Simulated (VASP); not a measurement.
## Mn: single point with PBE

Crystal: Mn.

```
Mn
1.0
     2.28337    0.00000    0.00000
    -1.14169    1.97746    0.00000
     0.00000    0.00000    1.98125
Mn
1
Direct
  0.00000 0.00000 0.00000
```

```yaml
Program: VASP 6.6.1
Task: single point
Functional: PBE
Potentials_or_basis: VASP PAW PBE potentials, release 64 (Mn_pv)
Cutoff: 520 eV
k_mesh: 19 × 19 × 18
Occupations: fermi-dirac, width 0.08 eV
Spin: collinear spin, ferromagnetic start
Starting_moments: "[3.0] μB"
Dipole_correction: no
Further_INCAR_settings: ALGO = Normal; EDIFF = 1e-06; NBANDS = 16
```

The pressure is 98.1 GPa and the net moment is 0.00 μB per cell. The valence electrons inside the program's atomic spheres are Mn 12.57.

Stress tensor (GPa, compression positive):
```
 95.64   0.00   0.00
  0.00  95.64   0.00
  0.00   0.00 102.90
```

Levels at points of the mesh, in eV from the Fermi level:
Spin up:
| k point | band 4 | band 5 | band 6 | band 7 | band 8 | band 9 |
| --- | --- | --- | --- | --- | --- | --- |
| (0.00, 0.00, 0.00) | -9.39 | -5.40 | -1.83 | -1.83 | 2.58 | 2.58 |
| (0.00, 0.00, 0.50) | -3.90 | -1.02 | -1.02 | -0.75 | -0.75 | -0.41 |
Spin down:
```
           k point  band 3  band 4  band 5  band 6  band 7  band 8  band 9  band 10
(0.00, 0.00, 0.00)  -47.31   -9.39   -5.40   -1.83   -1.83    2.59    2.59    21.04
(0.00, 0.00, 0.50)  -47.49   -3.90   -1.02   -1.02   -0.75   -0.75   -0.41    10.96
```

Run time: 40 s on 1 thread of Intel(R) Xeon(R) 6975P-C (Granite Rapids), on a shared host, peak memory 0.19 GiB.

Caveat: the starting moments collapsed, and a magnetic state may lie lower.
